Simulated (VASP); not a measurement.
A run of VASP 6.6.1:

The input INCAR:

```
SYSTEM = CdSe
ALGO = Normal
EDIFF = 1E-6
ENCUT = 520
GGA = PE
ISIF = 2
ISMEAR = -1
LASPH = .TRUE.
LCHARG = .TRUE.
LELF = .TRUE.
LREAL = .FALSE.
LVHAR = .TRUE.
LWAVE = .FALSE.
NBANDS = 26
NELM = 100
PREC = Accurate
SIGMA = 0.1
```

Contents of KPOINTS:

```
k-points
0
G
  4 4 2
  0 0 0
```

File POSCAR:

```
CdSe
1.0
    4.3268151700     -0.0000002900      0.0000000000
   -2.1634073300      3.7471320000      0.0000000000
    0.0000000000      0.0000000000      7.0637770000
Cd Se
2 2
Direct
    0.3103230410      0.6536348573      0.0104083127
    0.6668529303      0.3355121179      0.4962340969
    0.3610960498      0.6758846779      0.3838765012
    0.6713934313      0.3395640171      0.8766682470
```

Potentials or basis: VASP PAW PBE potentials, release 64 (Cd, Se).

Command:

```sh
$ cat potpaw_PBE.64/Cd/POTCAR potpaw_PBE.64/Se/POTCAR > POTCAR
$ mpirun -np 1 vasp_std > vasp.out
```

Hardware: 1 thread of Intel Xeon 8259CL, with other jobs on the host.

**Question.** How long does it take, and how much memory?

**Answer.** Run time: 90 s on 1 thread of Intel Xeon 8259CL, with other jobs on the host, peak memory 0.25 GiB. Counts: scf iterations 14, k points 20.
